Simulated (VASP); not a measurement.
Sr: single point with PBE

Sr:

```
Sr
1.0
     1.84574   -3.56686    0.00000
     1.84574    3.56686    0.00000
     0.00000    0.00000    5.43595
Sr
1
Direct
  0.00000 0.00000 0.00000
```

This cell differs from its parent crystal: Ba replaced by Sr, lengths x 0.944, strained.

```json
{
  "Program": "VASP 6.6.1",
  "Task": "single point",
  "Functional": "PBE",
  "Potentials or basis": "VASP PAW PBE potentials, release 64 (Sr_sv)",
  "Cutoff": "520 eV",
  "k mesh": "6 × 6 × 4",
  "Occupations": "gaussian, width 0.1 eV",
  "Spin": "no spin polarisation"
}
```

The pressure is 1.0 GPa and the band gap on the k mesh is zero (band 5 reaches 1.25 eV, above the bottom of band 6 at -0.08 eV).

Stress tensor (GPa, compression positive):
```
 4.29  0.00  0.00
 0.00  1.20  0.00
 0.00  0.00 -2.44
```

Levels at points of the mesh, in eV from the Fermi level:
```
           k point  band 1  band 2  band 3  band 4  band 5  band 6  band 7  band 8  band 9  band 10
(0.00, 0.00, 0.00)  -36.79  -18.84  -18.58  -18.54   -3.12    0.41    1.93    2.59    3.23     4.31
(0.50, 0.00, 0.00)  -36.75  -18.99  -18.78  -18.65   -0.51    0.98    1.21    1.80    3.68     5.39
(0.50, 0.50, 0.00)  -36.76  -18.87  -18.80  -18.59   -0.74    0.44    1.22    1.47    4.27     5.55
(0.00, 0.00, 0.50)  -36.79  -18.85  -18.58  -18.54   -2.49   -0.65    1.97    2.64    3.26     4.12
(0.50, 0.00, 0.50)  -36.75  -18.99  -18.78  -18.65   -0.25    0.30    1.85    2.83    3.36     3.54
(0.50, 0.50, 0.50)  -36.76  -18.87  -18.81  -18.59   -0.40    0.18    1.26    2.25    3.27     4.05
```

It took 30 s on 1 thread of Intel(R) Xeon(R) Platinum 8259CL CPU @ 2.50GHz (Skylake/Cascade Lake), on a shared host, peak memory 0.19 GiB.

Caveat: the cell differs from its parent crystal (Ba replaced by Sr, lengths x 0.944, strained).
